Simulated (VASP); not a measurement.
CdSe, 2 atoms in the cell. It takes space group F-43m (No. 216, cubic). The conventional cell has a = 6.261 Å, b = 6.261 Å, c = 6.261 Å, α = 90.00°, β = 90.00°, γ = 90.00°. Within 3.6 Å of Cd (site symmetry -43m) lie 4 Se at 2.71 Å. Se (site symmetry -43m) has 4 Cd at 2.71 Å within 3.6 Å. 

```yaml
Program: VASP 6.6.1
Task: single point
Functional: BLYP
Dispersion: D4
Potentials_or_basis: VASP PAW PBE potentials, release 64 (Cd, Se)
Cutoff: 520 eV
k_mesh: 8 × 8 × 8
Occupations: fermi-dirac, width 0.05 eV
Spin: no spin polarisation
Dipole_correction: no
Further_INCAR_settings: ALGO = Normal; EDIFF = 1e-07; NBANDS = 16
```

Potentials or basis: VASP PAW PBE potentials, release 64 (Cd, Se).

Run with:

```console
$ cat potpaw_PBE.64/Cd/POTCAR potpaw_PBE.64/Se/POTCAR > POTCAR
$ mpirun -np 1 vasp_std > vasp.out
```

Hardware: 1 thread of Intel(R) Xeon(R) Platinum 8259CL CPU @ 2.50GHz (Skylake/Cascade Lake), on a shared host.

Question: Estimate the wall time of this run.

Answer: Run time: 54 s on 1 thread of Intel(R) Xeon(R) Platinum 8259CL CPU @ 2.50GHz (Skylake/Cascade Lake), on a shared host, peak memory 0.21 GiB. Counts: scf iterations 13, k points 29.
